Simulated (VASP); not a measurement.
Runs of VASP 6.6.1 on TiC3. The structure is that of space group P6/mmm (No. 191), or close to it. The cells are those of the table. 

```csv
task,spin,cell,k mesh,cutoff (eV),gap on the mesh (eV),pressure (GPa),relaxed volume (Å³/atom)
relaxation of cell and atoms,off,"relaxed from a = 3.780, b = 3.780, c = 4.042 Å, angles 90.0, 90.0, 120.0°, 4 atoms",12 × 12 × 12,600,none,0.1,(a)
single point,off,"a = 4.884, b = 4.884, c = 5.347 Å, angles 90.0, 90.0, 120.0°, 4 atoms",6 × 6 × 4,520,none,-19.4,-
single point,"collinear, ferromagnetic start","a = 3.780, b = 3.780, c = 4.042 Å, angles 90.0, 90.0, 120.0°, 4 atoms",6 × 6 × 4,520,none,0.0,-
single point,off,"a = 3.780, b = 3.780, c = 4.042 Å, angles 90.0, 90.0, 120.0°, 4 atoms",6 × 6 × 4,520,none,0.0,-
single point,off,"a = 3.774, b = 3.774, c = 4.055 Å, angles 90.0, 90.0, 120.0°, 4 atoms",12 × 12 × 12,520,none,0.0,-
relaxation of cell and atoms,off,"relaxed from a = 4.884, b = 4.884, c = 5.347 Å, angles 90.0, 90.0, 120.0°, 4 atoms",6 × 6 × 4,600,none,0.3,12.47
```

Alike in all rows: level PBE; potentials or basis VASP PAW PBE potentials, release 64 (Ti_sv, C); smearing gaussian 0.1 eV.

Task: Estimate the missing entries.

Result: (a) 12.48.

Caveats: some runs use coarse meshes; the volume moved by over 15 % at a fixed basis, so the end points are rough (some runs).

A gap of «none» marks levels without a gap at the run's occupations.
